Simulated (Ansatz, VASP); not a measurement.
Ti: VASP beside Ansatz

POSCAR

```
Ti
1.0
    2.9499978604      0.0000000000      0.0000000000
   -1.4749989302      2.5547730882      0.0000000000
    0.0000000000      0.0000000000      4.6860000000
Ti
2
Direct
    0.3333333333      0.6666666667      0.2500000000
    0.6666666667      0.3333333333      0.7500000000
```

Contents of INCAR.step1:

```
SYSTEM = Ti
ALGO     = Normal         ! electronic algorithm
EDIFF    = 1E-4           ! SCF threshold, eV
ENCUT    = 520            ! plane-wave cutoff, eV
GGA      = PE             ! functional
ISMEAR   = 0              ! smearing method
LASPH    = .TRUE.         ! aspherical terms in the spheres
LCHARG   = .FALSE.        ! write CHGCAR
LREAL    = .FALSE.        ! projectors in reciprocal space
LWAVE    = .TRUE.         ! write WAVECAR
NBANDS   = 19             ! bands
NELM     = 60             ! most SCF steps
PREC     = Accurate       ! precision mode
SIGMA    = 0.1            ! smearing width, eV
```

INCAR.step2

```
SYSTEM = Ti
ALGO     = Normal         ! electronic algorithm
EDIFF    = 1E-6           ! SCF threshold, eV
ENCUT    = 520            ! plane-wave cutoff, eV
ISIF     = 2              ! what is computed and relaxed
ISMEAR   = 0              ! smearing method
ISTART   = 1            
LASPH    = .TRUE.         ! aspherical terms in the spheres
LCHARG   = .FALSE.        ! write CHGCAR
LMIXTAU  = .TRUE.       
LREAL    = .FALSE.        ! projectors in reciprocal space
LWAVE    = .FALSE.        ! write WAVECAR
METAGGA  = R2SCAN         ! meta-GGA
NBANDS   = 19             ! bands
NELM     = 60             ! most SCF steps
PREC     = Accurate       ! precision mode
SIGMA    = 0.1            ! smearing width, eV
```

KPOINTS

```
k-points
0
G
  6 6 4
  0 0 0
```

Input for Ansatz:

```yaml
crystal:
  lattice:
    - [2.9499978604, 0.0, 0.0]
    - [-1.4749989302, 2.5547730882, 0.0]
    - [0.0, 0.0, 4.686]
  atoms:
    - { symbol: Ti, position: [0.3333333333, 0.6666666667, 0.25] }
    - { symbol: Ti, position: [0.6666666667, 0.3333333333, 0.75] }
basis:
  ecutwfc: 500
kpoints:
  mp_grid: { grid: [6, 6, 4] }
hamiltonian:
  xc: r2scan
scf:
  occupations: { method: gaussian, width: 0.1 }
output:
  forces: true
  stress: true
  eigenvalues: true
```

Alike in both runs: task single point; functional r2SCAN; k mesh 6 × 6 × 4; occupations gaussian, width 0.1 eV; no spin polarisation.

```csv
,VASP,Ansatz
version,VASP 6.6.1,Ansatz 0.2.0
potentials or method,"VASP PAW PBE potentials, release 64 (Ti_sv), cutoff 520 eV","scalar-relativistic, plane waves, PAW"
valence electrons in the cell,24,24
```

|  | VASP | Ansatz | Ansatz less VASP |
| --- | --- | --- | --- |
| gap on the k mesh at the Fermi level (eV) | none | none | - |
| pressure (GPa) | -1.7 | -2.1 | -0.38 |
| traceless stress, the component that is largest in VASP (GPa) | 0.55 | 0.54 | -0.007 |

VASP's potentials were made for PBE, not for r2SCAN. A gap of «none» marks a metal or a gap that the smearing closes.

The k mesh is coarse, so the values compare programs but aren't converged.
